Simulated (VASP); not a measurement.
Cu, 1 atom in the cell. Symmetry: Pm-3m, No. 221, cubic system. The conventional cell has a = 2.263 Å, b = 2.263 Å, c = 2.263 Å, α = 90.00°, β = 90.00°, γ = 90.00°. Cu (site symmetry m-3m) has 6 Cu at 2.26 Å within 3.0 Å.  This cell differs from its parent crystal: volume scaled by 0.92.

| Item | Value |
| --- | --- |
| Program | VASP 6.6.1 |
| Task | single point |
| Functional | LDA |
| Potentials or basis | VASP PAW LDA potentials, release 64 (Cu) |
| Cutoff | 520 eV |
| k mesh | 15 × 15 × 15 |
| Occupations | fermi-dirac, width 0.1 eV |
| Spin | no spin polarisation |
| Dipole correction | no |
| Further INCAR settings | ALGO = Normal; EDIFF = 1e-06; NBANDS = 12 |

Potentials or basis: VASP PAW LDA potentials, release 64 (Cu).

The run is started by

```sh
$ cat potpaw_LDA.64/Cu/POTCAR > POTCAR
$ mpirun -np 1 vasp_std > vasp.out
```

Hardware: 1 thread of AMD EPYC 7R13 (shared host).

Q: How long does it take, and how much memory?

A: Run time: 13 s on 1 thread of AMD EPYC 7R13 (shared host), peak memory 0.09 GiB. Counts: scf iterations 11, k points 120.
